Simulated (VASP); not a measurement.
Here is a VASP 6.6.1 calculation.

The input INCAR:

```
  PREC = Accurate
  ENCUT = 520
  EDIFF = 1E-6
  ISMEAR = -1
  SIGMA = 0.1
  LREAL = False
  LASPH = True
  NELM = 100
  ALGO = Normal
  ISIF = 2
  LWAVE = False
  LCHARG = True
  GGA = B5
  ALDAX = 1.0
  AGGAX = 1.0
  AGGAC = 1.0
  ALDAC = 0.0
  LELF = True
  LVHAR = True
  NBANDS = 12
```

The input KPOINTS:

```
Automatic mesh
0
Gamma
  12 12 12
```

File POSCAR:

```
Tl
1.0
    0.0000000000      2.4974931328      2.4974931328
    2.4974931328      0.0000000000      2.4974931328
    2.4974931328      2.4974931328      0.0000000000
Tl
1
Direct
    0.0000000000      0.0000000000      0.0000000000
```

Potentials or basis: VASP PAW PBE potentials, release 64 (Tl_d).

Run with:

```bash
$ cat potpaw_PBE.64/Tl_d/POTCAR > POTCAR
$ mpirun -np 1 vasp_std > vasp.out
```

Predict the pressure.

3.2 GPa.

Caveat: the PAW data sets were made with another functional, which shifts forces and pressure a little.
